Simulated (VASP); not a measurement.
# Al (Pm-3m) in VASP: a series of runs

The runs below take Al through density of states, with PBEsol.

All numbers are computed with VASP 6.6.1; they aren't measurements. Logs are shortened: lines on timing, memory, paths and dates and some standing lists are left out, and cuts for length are marked.

## 1. The cell of the first run

Symmetry: Pm-3m, No. 221, cubic system. The conventional cell has a = 2.340 Å, b = 2.340 Å, c = 2.340 Å, α = 90.00°, β = 90.00°, γ = 90.00°. Within 3.1 Å of Al (site symmetry m-3m) lie 6 Al at 2.34 Å.

## 2. Density of states, PBEsol (volume scaled by 0.65)

File POSCAR:

```
Al
1.0
    2.3403288338      0.0000000000      0.0000000000
    0.0000000000      2.3403288338      0.0000000000
    0.0000000000      0.0000000000      2.3403288338
Al
1
Direct
    0.0000000000      0.0000000000      0.0000000000
```

File INCAR.step1:

```
ALGO = Normal
EDIFF = 1E-6
ENCUT = 520
GGA = PS
ISIF = 2
ISMEAR = -1
LASPH = True
LCHARG = True
LREAL = False
LWAVE = False
NBANDS = 8
NELM = 100
PREC = Accurate
SIGMA = 0.08
```

File KPOINTS.step1:

```
k-points
0
Gamma
  16 16 16
```

File INCAR.step2:

```
ALGO = Normal
EDIFF = 1E-6
ENCUT = 520
GGA = PS
ICHARG = 11
ISIF = 2
ISMEAR = -5
LASPH = True
LCHARG = False
LORBIT = 11
LREAL = False
LWAVE = False
NBANDS = 8
NEDOS = 1001
NELM = 100
PREC = Accurate
SIGMA = 0.08
```

File KPOINTS.step2:

```
k-points
0
Gamma
  24 24 24
```

Potentials or basis: VASP PAW PBE potentials, release 64 (Al).

On the command line:

```console
> cat potpaw_PBE.64/Al/POTCAR > POTCAR
> cp INCAR.step1 INCAR
> cp KPOINTS.step1 KPOINTS
> mpirun -np 1 vasp_std > vasp.out
> cp INCAR.step2 INCAR
> cp KPOINTS.step2 KPOINTS
> mpirun -np 1 vasp_std > vasp.out
```

OUTCAR:

```text
EDIFF = 1E-6
   ENCUT = 520
   GGA = PS
   ICHARG = 11
   ISIF = 2
   ISMEAR = -5
   LASPH = True
   LORBIT = 11
   LREAL = False
   NELM = 100
   PREC = Accurate

 ion  position               nearest neighbor table
   1  0.000  0.000  0.000-

  LATTYP: Found a simple cubic cell.
 ALAT       =     2.3403288338

  Lattice vectors:

 A1 = (   2.3403288338,   0.0000000000,   0.0000000000)
 A2 = (   0.0000000000,   2.3403288338,   0.0000000000)
 A3 = (   0.0000000000,   0.0000000000,   2.3403288338)

Analysis of symmetry for initial positions (statically):
=====================================================================
 Subroutine PRICEL returns:
 Original cell was already a primitive cell.

 Routine SETGRP: Setting up the symmetry group for a
 simple cubic supercell.

 Subroutine GETGRP returns: Found 48 space group operations
 (whereof 48 operations were pure point group operations)
 out of a pool of 48 trial point group operations.

The static configuration has the point symmetry O_h .

Analysis of symmetry for dynamics (positions and initial velocities):
=====================================================================
 Subroutine PRICEL returns:
 Original cell was already a primitive cell.

 Routine SETGRP: Setting up the symmetry group for a
 simple cubic supercell.

 Subroutine GETGRP returns: Found 48 space group operations
 (whereof 48 operations were pure point group operations)
 out of a pool of 48 trial point group operations.

The dynamic configuration has the point symmetry O_h .

 Subroutine INISYM returns: Found 48 space group operations
 (whereof 48 operations are pure point group operations),
 and found     1 'primitive' translations

----------------------------------------------------------------------------------------

                                     Primitive cell

  volume of cell :      12.8183

  direct lattice vectors                    reciprocal lattice vectors
     2.340328834  0.000000000  0.000000000     0.427290381  0.000000000  0.000000000
     0.000000000  2.340328834  0.000000000     0.000000000  0.427290381  0.000000000
     0.000000000  0.000000000  2.340328834     0.000000000  0.000000000  0.427290381

  length of vectors
     2.340328834  2.340328834  2.340328834     0.427290381  0.427290381  0.427290381

  position of ions in fractional coordinates (direct lattice)
     0.000000000  0.000000000  0.000000000

  ion indices of the primitive-cell ions
   primitive index   ion index
                 1           1

----------------------------------------------------------------------------------------

 KPOINTS: k-points

Automatic generation of k-mesh.
 Grid dimensions read from file:
 generate k-points for:   24   24   24

 Generating k-lattice:

  Cartesian coordinates                     Fractional coordinates (reciprocal lattice)
     0.017803766  0.000000000  0.000000000     0.041666667  0.000000000  0.000000000
     0.000000000  0.017803766  0.000000000     0.000000000  0.041666667  0.000000000
     0.000000000  0.000000000  0.017803766     0.000000000  0.000000000  0.041666667

  Length of vectors
     0.017803766  0.017803766  0.017803766

  Shift w.r.t. Gamma in fractional coordinates (k-lattice)
     0.000000000  0.000000000  0.000000000

 TETIRR: Found   6890 inequivalent tetrahedra from    82944

 Subroutine IBZKPT returns following result:
 ===========================================

 Found    455 irreducible k-points:

 Following reciprocal coordinates:
            Coordinates               Weight
  0.000000  0.000000  0.000000      1.000000
  0.041667  0.000000  0.000000      6.000000
  0.083333  0.000000  0.000000      6.000000
  0.125000  0.000000  0.000000      6.000000
  0.166667  0.000000  0.000000      6.000000
  0.208333  0.000000  0.000000      6.000000
[... 16 lines left out ...]
  0.416667  0.041667  0.000000     24.000000
  0.458333  0.041667  0.000000     24.000000
 [... further k-points ...]
   k-points           NKPTS =    455   k-points in BZ     NKDIM =    455   number of bands    NBANDS=      8
   number of dos      NEDOS =   1001   number of ions     NIONS =      1
   total plane-waves  NPLWV =   5832
   dimension x,y,z NGX =    18 NGY =   18 NGZ =   18
   dimension x,y,z NGXF=    36 NGYF=   36 NGZF=   36
   ions per type =               1
   NGX,Y,Z   is equivalent  to a cutoff of  12.79, 12.79, 12.79 a.u.
   NGXF,Y,Z  is equivalent  to a cutoff of  25.57, 25.57, 25.57 a.u.
 SYSTEM =  unknown system
   PREC   = accura    normal or accurate (medium, high low for compatibility)
   ISTART =      0    job   : 0-new  1-cont  2-samecut
   ICHARG =     11    charge: 1-file 2-atom 10-const
   ISPIN  =      1    spin polarized calculation?
   LNONCOLLINEAR =      F non collinear calculations
   LSORBIT =      F    spin-orbit coupling
   LASPH  =      T    aspherical Exc in radial PAW
   ENCUT  =  520.0 eV  38.22 Ry    6.18 a.u.   4.35  4.35  4.35*2*pi/ulx,y,z
   NELM   =    100;   NELMIN=  2; NELMDL=  0     # of ELM steps
   EDIFF  = 0.1E-05   stopping-criterion for ELM
   LREAL  =      F    real-space projection
   EDIFFG = 0.1E-04   stopping-criterion for IOM
   NSW    =      0    number of steps for IOM
   IBRION =     -1    ionic relax: 0-MD 1-quasi-New 2-CG
   NFREE  =      0    steps in history (QN), initial steepest desc. (CG)
   ISIF   =      2    stress and relaxation
   ISYM   =      2    0-nonsym 1-usesym 2-fastsym
   POTIM  = 0.5000    time-step for ionic-motion
   TEBEG  =    0.0;   TEEND  =   0.0 temperature during run
   PSTRESS=    0.0 pullay stress
   NELECT =       3.0000    total number of electrons
   NUPDOWN=      -1.0000    fix difference up-down
   EMIN   =  10.00;   EMAX   =-10.00  energy-range for DOS
   EFERMI =   0.00;   METHOD = LEGACY
   ISMEAR =    -5;   SIGMA  =   0.08  broadening in eV -4-tet -1-fermi 0-gaus
   EFERMI_NEDOS =   21; number of points for ismear=-14 and -15
   IALGO  =     38    algorithm
   IMIX   =      4    mixing-type and parameters
     AMIX     =   0.40;   BMIX     =  1.00
     AMIX_MAG =   1.60;   BMIX_MAG =  1.00
  volume/ion in A,a.u.               =      12.82        86.50
  Fermi-wavevector in a.u.,A,eV,Ry     =   1.008877  1.906502 13.848465  1.017833
  Thomas-Fermi vector in A             =   2.141771
   LORBIT       =     11    0 simple, 1 ext, 2 COOP (PROOUT), +10 PAW based schemes
   GGA     = PS    functional components
   LHFCALC =     F    Hartree Fock is set to
   AEXX    =    0.0000 exact exchange contribution
   IVDW    =     0    specifies the selected vdW correction
   LEPSILON=     F    determine dielectric tensor
   LRPA    =     F    only Hartree local field effects (RPA)
 non-spin polarized calculation
 Fermi weights with tetrahedron method with Bloechl corrections
  energy-cutoff  :      520.00
  volume of cell :       12.82
 maximum number of plane-waves:       360
 NGX is ok and might be reduce to    18

 number of electron       3.0000000 magnetization

 Free energy of the ion-electron system (eV)
  ---------------------------------------------------
  ext. energy  EPLUGINS =         0.00000000
  ---------------------------------------------------
  free energy    TOTEN  =        -2.73502277 eV

  energy without entropy =       -2.73502277  energy(sigma->0) =       -2.73502277

 E-fermi :  10.3781     XC(G=0): -11.1822

 val. band max:       10.4822472854   @ k =   0.5000   0.4167   0.2917
 cond. band min:      10.3818344382   @ k =   0.5000   0.4583   0.2083
 fundamental gap:     -0.1004128472
 Fermi energy:        10.3781280038

 k-point     1 :       0.0000    0.0000    0.0000
  band No.  band energies     occupation
      1      -2.1799      2.00000
      2      19.4922      0.00000
      3      19.4922      0.00000
      4      23.4242      0.00000
      5      23.4242      0.00000
      6      23.4242      0.00000
      7      32.2701      0.00000
      8      41.5799      0.00000

 k-point     2 :       0.0417    0.0000    0.0000
  band No.  band energies     occupation
      1      -2.1332      2.00000
      2      18.9490      0.00000
      3      19.5322      0.00000
      4      23.4589      0.00000
      5      23.4589      0.00000
      6      23.8849      0.00000
      7      32.4510      0.00000
      8      41.2088      0.00000

 k-point     3 :       0.0833    0.0000    0.0000
  band No.  band energies     occupation
      1      -1.9930      2.00000
      2      17.7540      0.00000
      3      19.6516      0.00000
      4      23.5631      0.00000
      5      23.5631      0.00000
      6      24.8311      0.00000
      7      32.9923      0.00000
      8      40.2424      0.00000

 k-point     4 :       0.1250    0.0000    0.0000
  band No.  band energies     occupation
      1      -1.7598      2.00000
      2      16.3402      0.00000
      3      19.8487      0.00000
      4      23.7367      0.00000
      5      23.7367      0.00000
      6      25.8350      0.00000
      7      33.8793      0.00000
      8      39.0216      0.00000

 k-point     5 :       0.1667    0.0000    0.0000
  band No.  band energies     occupation
      1      -1.4343      2.00000
      2      14.8623      0.00000
      3      20.1206      0.00000
      4      23.9797      0.00000
      5      23.9797      0.00000
      6      26.7694      0.00000
      7      35.0647      0.00000
      8      37.7092      0.00000
[... 177 lines left out ...]
 k-point    22 :       0.3750    0.0417    0.0000
  band No.  band energies     occupation
      1       1.5858      2.00000
      2       7.8856      2.00000
      3      21.9293      0.00000
      4      26.0803      0.00000
      5      26.2583      0.00000
      6      30.6646      0.00000
      7      31.1653      0.00000
      8      31.6257      0.00000

 k-point    23 :       0.4167    0.0417    0.0000
  band No.  band energies     occupation
      1       2.4390      2.00000
      2       6.6503      2.00000
      3      22.3978      0.00000
      4      26.5104      0.00000
      5      26.8900      0.00000
      6      30.0402      0.00000
      7      30.6274      0.00000
      8      31.5199      0.00000

 k-point    24 :       0.4583    0.0417    0.0000
  band No.  band energies     occupation
      1       3.3732      2.00000
      2       5.4860      2.00000
      3      22.7457      0.00000
      4      26.8103      0.00000
      5      27.5240      0.00000
      6      29.5788      0.00000
      7      29.7726      0.00000
      8      31.6643      0.00000

 [... further k-points ...]
[... 5 lines left out ...]
  --------------------------------------------------------------------------------------
  -------------------------------------------------------------------------------------
  Total        5.0523739      5.0523739      5.0523739     -0.0000000     -0.0000000      0.0000000
  in kB      631.5029959    631.5029959    631.5029959     -0.0000000     -0.0000000      0.0000000
  external PRESSURE =     631.5029959 kB  Pullay stress =       0.0000000 kB

 VOLUME and BASIS-vectors are now :
 -----------------------------------------------------------------------------
  energy-cutoff  :      520.00
  volume of cell :       12.82
      direct lattice vectors                 reciprocal lattice vectors
     2.340328834  0.000000000  0.000000000     0.427290381  0.000000000  0.000000000
     0.000000000  2.340328834  0.000000000     0.000000000  0.427290381  0.000000000
     0.000000000  0.000000000  2.340328834     0.000000000  0.000000000  0.427290381

 POSITION                                       TOTAL-FORCE (eV/Angst)
 -----------------------------------------------------------------------------------
      0.00000      0.00000      0.00000         0.000000      0.000000      0.000000
 -----------------------------------------------------------------------------------
    total drift:                               -0.000000      0.000000      0.000000

  FREE ENERGIE OF THE ION-ELECTRON SYSTEM (eV)
  ---------------------------------------------------
  free  energy   TOTEN  =        -2.7350227743 eV

  energy  without entropy=       -2.7350227743  energy(sigma->0) =       -2.73502277

 total charge

# of ion       s       p       d       tot
------------------------------------------
    1        0.504   0.500   0.000   1.004
```

Run time: 19 s. Hardware: 1 thread of Intel Xeon Platinum 8488C (Sapphire Rapids), shared host; peak memory 0.15 GiB.

Results:

```yaml
Valence_electrons_inside_the_program's_atomic_spheres: Al 1.00
```

Caveat: the PAW data sets were made with another functional, which shifts forces and pressure a little; tetrahedron occupations give inexact forces and stress in metals.

[end of part 1 of 2]
